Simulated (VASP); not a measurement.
# Al9N in VASP: relaxation of the atoms with PBEsol

Aim: the relaxation of the atoms of Al9N with PBEsol.

Program: VASP 6.6.1. These are calculated values, not measurements. Logs are shortened: lines on timing, memory, paths and dates and some standing lists are left out, and cuts for length are marked.

### 1 The cell of the first run

The cell holds a slab with vacuum, 10 atoms: a = 2.836 Å, b = 9.744 Å, c = 20.252 Å, α = 90.00°, β = 90.00°, γ = 98.37°.

### 2 Relaxation of the atoms, PBEsol

The input, INCAR:

```
PREC = Accurate
ENCUT = 520
EDIFF = 1E-6
ISMEAR = 0
SIGMA = 0.1
LREAL = F
LASPH = T
NELM = 80
ALGO = Fast
ISIF = 2
LWAVE = F
LCHARG = F
LDIPOL = T
IDIPOL = 3
DIPOL = 0.5 0.5 0.329
GGA = PS
IBRION = 2
NSW = 36
EDIFFG = -0.025
```

The input, KPOINTS:

```
regular mesh
0
Gamma
  9 3 1
```

The input, POSCAR:

```
Al9N
1.0
    2.8360890836      0.0000000000      0.0000000000
   -1.4180445418      9.6401013232      0.0000000000
    0.0000000000      0.0000000000     20.2523775136
Al N
9 1
Selective dynamics
Direct
    0.5324569575      0.0649139150      0.1975076752  F F F
    0.6709806898      0.3419613796      0.2463716781  F F F
    0.2986854362      0.5973708725      0.2561444786  F F F
    0.9263901827      0.8527803654      0.2659172793  F F F
    0.0640247854      0.1277465523      0.3150759955  F F F
    0.2000840310      0.4041004175      0.3702277332  F F F
    0.8287416372      0.6594765630      0.3778305230  F F F
    0.4529560437      0.9112537656      0.3867831574  F F F
    0.5925587481      0.1816395522      0.4321654338  F F F
    0.5925587481      0.4316395522      0.4407587847  F F T
```

Potentials or basis: VASP PAW PBE potentials, release 64 (Al, N).

Run with:

```sh
> cat potpaw_PBE.64/Al/POTCAR potpaw_PBE.64/N/POTCAR > POTCAR
> mpirun -np 1 vasp_std > vasp.out
```

OUTCAR:

```text
PREC = Accurate
   ENCUT = 520
   EDIFF = 1E-6
   ISMEAR = 0
   LREAL = F
   LASPH = T
   NELM = 80
   ISIF = 2
   GGA = PS
   IBRION = 2
   NSW = 36
   EDIFFG = -0.025

 ion  position               nearest neighbor table
   1  0.532  0.065  0.198-   5 2.84   5 2.84   2 2.85   4 2.85   4 2.85
   2  0.671  0.342  0.246-   3 2.85   3 2.85   1 2.85   5 2.87   5 2.87   6 2.94   6 2.95
   3  0.299  0.597  0.256-   2 2.85   2 2.85   4 2.85   4 2.85   7 2.90   7 2.91   6 2.97
   4  0.926  0.853  0.266-   5 2.83   3 2.85   3 2.85   1 2.85   1 2.85   8 2.88   8 2.89   7 2.93

   5  0.064  0.128  0.315-   9 2.81   9 2.81   4 2.83   1 2.84   1 2.84   2 2.87   2 2.87   6 2.89
                             8 2.91   8 2.92
   6  0.200  0.404  0.370-  10 1.81  10 2.28   7 2.84   7 2.85   9 2.86   9 2.87   5 2.89   2 2.94
                             2 2.95   3 2.97
   7  0.829  0.659  0.378-  10 2.56   8 2.81   8 2.82   6 2.84   6 2.85   3 2.90   3 2.91   4 2.93

   8  0.453  0.911  0.387-   9 2.76   7 2.81   7 2.82   4 2.88   4 2.89   5 2.91   5 2.92
   9  0.593  0.182  0.432-  10 2.44   8 2.76   5 2.81   5 2.81   6 2.86   6 2.87
  10  0.593  0.432  0.441-   6 1.81   6 2.28   9 2.44   7 2.56

  LATTYP: Found a base centered orthorhombic cell.
 ALAT       =     2.8360890836
 B/A-ratio  =     6.7981653883
 C/A-ratio  =     7.1409525289

  Lattice vectors:

 A1 = (   1.4180445418,  -9.6401013232,   0.0000000000)
 A2 = (   1.4180445418,   9.6401013232,   0.0000000000)
 A3 = (   0.0000000000,   0.0000000000,  20.2523775136)

Analysis of symmetry for initial positions (statically):
=====================================================================
 Subroutine PRICEL returns:
 Original cell was already a primitive cell.

 Routine SETGRP: Setting up the symmetry group for a
 base centered orthorhombic supercell.

 Subroutine GETGRP returns: Found  1 space group operations
 (whereof  1 operations were pure point group operations)
 out of a pool of  8 trial point group operations.

The static configuration has the point symmetry C_1 .

Analysis of symmetry for dynamics (positions and initial velocities):
=====================================================================
 Subroutine PRICEL returns:
 Original cell was already a primitive cell.

 Routine SETGRP: Setting up the symmetry group for a
 base centered orthorhombic supercell.

 Subroutine GETGRP returns: Found  1 space group operations
 (whereof  1 operations were pure point group operations)
 out of a pool of  8 trial point group operations.

The dynamic configuration has the point symmetry C_1 .

Analysis of constrained symmetry for selective dynamics:
=====================================================================
 Subroutine PRICEL returns:
 Original cell was already a primitive cell.

 Routine SETGRP: Setting up the symmetry group for a
 base centered orthorhombic supercell.

 Subroutine GETGRP returns: Found  1 space group operations
 (whereof  1 operations were pure point group operations)
 out of a pool of  8 trial point group operations.

The constrained configuration has the point symmetry C_1 .

 Subroutine INISYM returns: Found  1 space group operations
 (whereof  1 operations are pure point group operations),
 and found     1 'primitive' translations

----------------------------------------------------------------------------------------

                                     Primitive cell

  volume of cell :     553.7038

  direct lattice vectors                    reciprocal lattice vectors
     2.836089084  0.000000000  0.000000000     0.352598233  0.051866675  0.000000000
    -1.418044542  9.640101323  0.000000000     0.000000000  0.103733350  0.000000000
     0.000000000  0.000000000 20.252377514     0.000000000  0.000000000  0.049376919

  length of vectors
     2.836089084  9.743839276 20.252377514     0.356392573  0.103733350  0.049376919

  position of ions in fractional coordinates (direct lattice)
     0.532456958  0.064913915  0.197507675
     0.670980690  0.341961380  0.246371678
     0.298685436  0.597370873  0.256144479
[... 59 lines left out ...]
 -----------------------------------------------------------------------------

 WARNING: IBZKPT: internal override: KBLOWUP is changed to .FALSE.
      ... skipping the blow-up phase ...

 Subroutine IBZKPT returns following result:
 ===========================================

 Found     14 irreducible k-points:

 Following reciprocal coordinates:
            Coordinates               Weight
  0.000000  0.000000  0.000000      1.000000
  0.111111  0.000000  0.000000      2.000000
  0.222222  0.000000  0.000000      2.000000
  0.333333  0.000000  0.000000      2.000000
  0.444444  0.000000  0.000000      2.000000
  0.000000  0.333333  0.000000      2.000000
  0.111111  0.333333  0.000000      2.000000
  0.222222  0.333333  0.000000      2.000000
  0.333333  0.333333  0.000000      2.000000
  0.444444  0.333333  0.000000      2.000000
 -0.444444  0.333333  0.000000      2.000000
 -0.333333  0.333333  0.000000      2.000000
 -0.222222  0.333333  0.000000      2.000000
 -0.111111  0.333333  0.000000      2.000000
   k-points           NKPTS =     14   k-points in BZ     NKDIM =     14   number of bands    NBANDS=     22
   number of dos      NEDOS =    301   number of ions     NIONS =     10
   total plane-waves  NPLWV = 276480
   dimension x,y,z NGX =    24 NGY =   72 NGZ =  160
   dimension x,y,z NGXF=    48 NGYF=  144 NGZF=  320
   ions per type =               9   1
   NGX,Y,Z   is equivalent  to a cutoff of  14.07, 12.28, 13.13 a.u.
   NGXF,Y,Z  is equivalent  to a cutoff of  28.14, 24.57, 26.27 a.u.
 SYSTEM =  unknown system
   PREC   = accura    normal or accurate (medium, high low for compatibility)
   ISTART =      0    job   : 0-new  1-cont  2-samecut
   ICHARG =      2    charge: 1-file 2-atom 10-const
   ISPIN  =      1    spin polarized calculation?
   LNONCOLLINEAR =      F non collinear calculations
   LSORBIT =      F    spin-orbit coupling
   LASPH  =      T    aspherical Exc in radial PAW
   ENCUT  =  520.0 eV  38.22 Ry    6.18 a.u.   5.27 18.12 37.66*2*pi/ulx,y,z
   NELM   =     80;   NELMIN=  2; NELMDL= -5     # of ELM steps
   EDIFF  = 0.1E-05   stopping-criterion for ELM
   LREAL  =      F    real-space projection
   EDIFFG = -.3E-01   stopping-criterion for IOM
   NSW    =     36    number of steps for IOM
   IBRION =      2    ionic relax: 0-MD 1-quasi-New 2-CG
   NFREE  =      1    steps in history (QN), initial steepest desc. (CG)
   ISIF   =      2    stress and relaxation
   ISYM   =      2    0-nonsym 1-usesym 2-fastsym
   POTIM  = 0.5000    time-step for ionic-motion
   TEBEG  =    0.0;   TEEND  =   0.0 temperature during run
   PSTRESS=    0.0 pullay stress
   NELECT =      32.0000    total number of electrons
   NUPDOWN=      -1.0000    fix difference up-down
   EMIN   =  10.00;   EMAX   =-10.00  energy-range for DOS
   EFERMI =   0.00;   METHOD = LEGACY
   ISMEAR =     0;   SIGMA  =   0.10  broadening in eV -4-tet -1-fermi 0-gaus
   EFERMI_NEDOS =   21; number of points for ismear=-14 and -15
   IALGO  =     68    algorithm
   IMIX   =      4    mixing-type and parameters
     AMIX     =   0.40;   BMIX     =  1.00
     AMIX_MAG =   1.60;   BMIX_MAG =  1.00
  volume/ion in A,a.u.               =      55.37       373.66
  Fermi-wavevector in a.u.,A,eV,Ry     =   0.632945  1.196092  5.450750  0.400619
  Thomas-Fermi vector in A             =   1.696433
   LORBIT       =      0    0 simple, 1 ext, 2 COOP (PROOUT), +10 PAW based schemes
   GGA     = PS    functional components
   LHFCALC =     F    Hartree Fock is set to
   AEXX    =    0.0000 exact exchange contribution
   IVDW    =     0    specifies the selected vdW correction
   LEPSILON=     F    determine dielectric tensor
   LRPA    =     F    only Hartree local field effects (RPA)
 conjugate gradient relaxation of ions
 non-spin polarized calculation
 RMM-DIIS sequential band-by-band and
 Gauss-broadening in eV      SIGMA  =   0.10
  energy-cutoff  :      520.00
  volume of cell :      553.70
 maximum number of plane-waves:     14935
 NGX is ok and might be reduce to    24
   NGX = 11   NGY = 37   NGZ = 75

--------------------------------------- Ionic step        1  -------------------------------------------

 number of electron      32.0000000 magnetization

 Free energy of the ion-electron system (eV)
  ---------------------------------------------------
  ext. energy  EPLUGINS =         0.00000000
  ---------------------------------------------------
  free energy    TOTEN  =       -40.91235905 eV

  energy without entropy =      -40.89391513  energy(sigma->0) =      -40.90313709

------------------------ aborting loop because EDIFF is reached ----------------------------------------

  FORCE on cell =-STRESS in cart. coord.  units (eV):
  Direction    XX          YY          ZZ          XY          YZ          ZX
  --------------------------------------------------------------------------------------
  -------------------------------------------------------------------------------------
  Total       -5.2573963     -9.8422471     -1.7131117      0.7846195      0.2754661      2.5884612
  in kB      -15.2126129    -28.4791724     -4.9569985      2.2703467      0.7970787      7.4898783
  external PRESSURE =     -16.2162613 kB  Pullay stress =       0.0000000 kB
[... 119 lines left out ...]
--------------------------------------- Ionic step        4  -------------------------------------------

 number of electron      32.0000000 magnetization

 dipolmoment           0.000000      0.000000      0.110008 electrons x Angstroem

 Free energy of the ion-electron system (eV)
  ---------------------------------------------------
  ext. energy  EPLUGINS =         0.00000000
  ---------------------------------------------------
  free energy    TOTEN  =       -41.04402388 eV

  energy without entropy =      -41.02512773  energy(sigma->0) =      -41.03457580

 E-fermi :  -1.1547     XC(G=0):  -3.8162

 val. band max:       -1.1834500920   @ k =  -0.4444   0.3333   0.0000
 cond. band min:      -1.1530294771   @ k =  -0.2222   0.3333   0.0000
 fundamental gap:      0.0304206150
 Fermi energy:        -1.1547205897

 k-point     1 :       0.0000    0.0000    0.0000
  band No.  band energies     occupation
      1     -15.2742      2.00000
      2     -11.1007      2.00000
      3      -9.7905      2.00000
      4      -9.3539      2.00000
      5      -8.6783      2.00000
      6      -7.3082      2.00000
[... 339 lines left out ...]
     21       1.3158      0.00000
     22       1.6576      0.00000

------------------------ aborting loop because EDIFF is reached ----------------------------------------

 vacuum level on the upper side and lower side of the slab       (xc-potential included)         0.181        -0.535

  FORCE on cell =-STRESS in cart. coord.  units (eV):
  Direction    XX          YY          ZZ          XY          YZ          ZX
  --------------------------------------------------------------------------------------
  -------------------------------------------------------------------------------------
  Total       -2.6608687    -10.2069077      0.9769684      1.0404673      0.9777752      4.7203576
  in kB       -7.6993941    -29.5343412      2.8269207      3.0106589      2.8292552     13.6586570
  external PRESSURE =     -11.4689382 kB  Pullay stress =       0.0000000 kB
[... 25 lines left out ...]
  FREE ENERGIE OF THE ION-ELECTRON SYSTEM (eV)
  ---------------------------------------------------
  free  energy   TOTEN  =       -41.0440238791 eV

  energy  without entropy=      -41.0251277291  energy(sigma->0) =      -41.03457580

 reached required accuracy - stopping structural energy minimisation

 vacuum level on the upper side and lower side of the slab         3.734         2.997
```

It took 28 min on 1 thread of Oxide Virtual Turin-like, shared host; peak memory 0.68 GiB.

Results:

- Free energy: -41.0440 eV
- Energy gained by relaxing: 13.2 meV/atom
- Ionic steps: 4
- Band gap on the k mesh: zero (bands 16 and 17 overlap by 0.15 eV)

The path:
| step | energy change (eV) | largest force on free atoms (eV/Å) | pressure (GPa) |
| --- | --- | --- | --- |
| 1 | 0.0000 | 1.7478 | -1.62 |
| 2 | -0.1086 | 0.8119 | -1.34 |
| 3 | -0.1308 | 0.1698 | -1.10 |
| 4 | -0.1317 | 0.0188 | -1.15 |

Final structure:
```yaml
crystal:
  lattice:
    - [2.83609, 0.00000, 0.00000]
    - [-1.41804, 9.64010, 0.00000]
    - [0.00000, 0.00000, 20.25238]
  atoms:
    - { symbol: Al, position: [0.53246, 0.06491, 0.19751] }
    - { symbol: Al, position: [0.67098, 0.34196, 0.24637] }
    - { symbol: Al, position: [0.29869, 0.59737, 0.25614] }
    - { symbol: Al, position: [0.92639, 0.85278, 0.26592] }
    - { symbol: Al, position: [0.06402, 0.12775, 0.31508] }
    - { symbol: Al, position: [0.20008, 0.40410, 0.37023] }
    - { symbol: Al, position: [0.82874, 0.65948, 0.37783] }
    - { symbol: Al, position: [0.45296, 0.91125, 0.38678] }
    - { symbol: Al, position: [0.59256, 0.18164, 0.43217] }
    - { symbol: N, position: [0.59256, 0.43164, 0.43387] }
```

Caveat: the PAW data sets were made with another functional, which shifts forces and pressure a little.

The gap in the log of VASP goes by the Fermi energy; the results here count the filled bands.